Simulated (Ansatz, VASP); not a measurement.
# Two plane-wave programs on AgCl

```
CELL_PARAMETERS angstrom
0.00000 2.78440 2.67731
2.78440 0.00000 2.67731
2.78440 2.78440 0.00000
ATOMIC_POSITIONS crystal
Ag 0.50000 0.50000 0.50000
Cl 0.00000 0.00000 0.00000
```

Change from the starting cell: mode 5 frozen in at -0.000 Å, equal normal strain along x and y +0.0400.

Alike in both runs: task single point; functional LDA; k mesh 10 × 10 × 10; occupations gaussian, width 0.05 eV; no spin polarisation.

|  | VASP | Ansatz |
| --- | --- | --- |
| version | VASP 6.6.1 | Ansatz 0.2.0 |
| potentials or method | VASP PAW LDA potentials, release 64 (Ag, Cl), cutoff 520 eV | scalar-relativistic, plane waves, PAW |
| valence electrons in the cell | 18 | 26 |

VASP gave:

- gap on the k mesh at the Fermi level (eV): 0.53
- least direct gap on the mesh (eV): 3.00
- pressure (GPa): -4.3
- traceless stress, the component that is largest in VASP (GPa): 0.38

Task: Estimate Ansatz's values.

Result: gap on the k mesh at the Fermi level (eV): 0.51; least direct gap on the mesh (eV): 2.97; pressure (GPa): -4.3; traceless stress, the component that is largest in VASP (GPa): 0.36.

LDA's correlation is that of Perdew and Zunger in VASP and of Perdew and Wang (1992) in Ansatz. VASP's potentials hold 18 valence electrons a cell and Ansatz's 26, so a difference there can come from the potentials and not from the codes.
